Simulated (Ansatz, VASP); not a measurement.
## Ru in VASP and in Ansatz

```
Ru
1.0
     2.68952    0.00000    0.00000
    -1.34476    2.32920    0.00000
     0.00000    0.00000    4.18814
Ru
2
Direct
  0.33333 0.66667 0.25000
  0.66667 0.33333 0.75000
```

Change from the starting cell: strain -0.0150 x Voigt [0, 0, 1, 0, 0, 0], atoms carried along.

Alike in both runs: task single point; functional PBEsol; k mesh 24 × 24 × 14; occupations gaussian, width 0.15 eV; no spin polarisation.

|  | VASP | Ansatz |
| --- | --- | --- |
| version | VASP 6.6.1 | Ansatz 0.2.0 |
| potentials or method | VASP PAW PBE potentials, release 64 (Ru_pv), cutoff 520 eV | scalar-relativistic, plane waves, PAW |
| valence electrons in the cell | 28 | 32 |

Ansatz gave:

- gap on the k mesh at the Fermi level (eV): none
- pressure (GPa): 5.9
- traceless stress, the component that is largest in VASP (GPa): 4.76

Question: Estimate VASP's values.

Answer: gap on the k mesh at the Fermi level (eV): none; pressure (GPa): 5.8; traceless stress, the component that is largest in VASP (GPa): 4.78.

VASP's potentials were made for PBE, not for PBEsol. A gap of «none» marks a metal or a gap that the smearing closes. The functional is the same, so the differences come from potentials, cutoffs and numerics. VASP's potentials hold 28 valence electrons a cell and Ansatz's 32, so a difference there can come from the potentials and not from the codes.
